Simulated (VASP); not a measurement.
The system is SrO.

```
Sr O
1.0
     0.00000    2.54908    2.54908
     2.54908    0.00000    2.54908
     2.54908    2.54908    0.00000
Sr O
1 1
Direct
  0.50000 0.50000 0.50000
  0.00000 0.00000 0.00000
```

This cell differs from its parent crystal: volume scaled by 0.98.

Base run:

```yaml
Program: VASP 6.6.1
Functional: PBEsol
Potentials_or_basis: VASP PAW PBE potentials, release 64 (Sr_sv, O)
Cutoff: 520 eV
k_mesh: 9 × 9 × 9
Occupations: fermi-dirac, width 0.05 eV
Spin: no spin polarisation
```

Its results: band gap on the k mesh 3.19 eV, indirect (least direct gap 3.27 eV); pressure 2.1 GPa.

The run is repeated on the same cell with these changes: functional from PBEsol to BLYP; dispersion from none to D4. What comes out?

Band gap on the k mesh 3.44 eV, indirect (least direct gap 3.51 eV); pressure 5.7 GPa.

Several settings changed at once, so the effect can't be laid on one alone.

Caveats: the PAW data sets were made with another functional, which shifts forces and pressure a little.

A k mesh can miss the band edges.
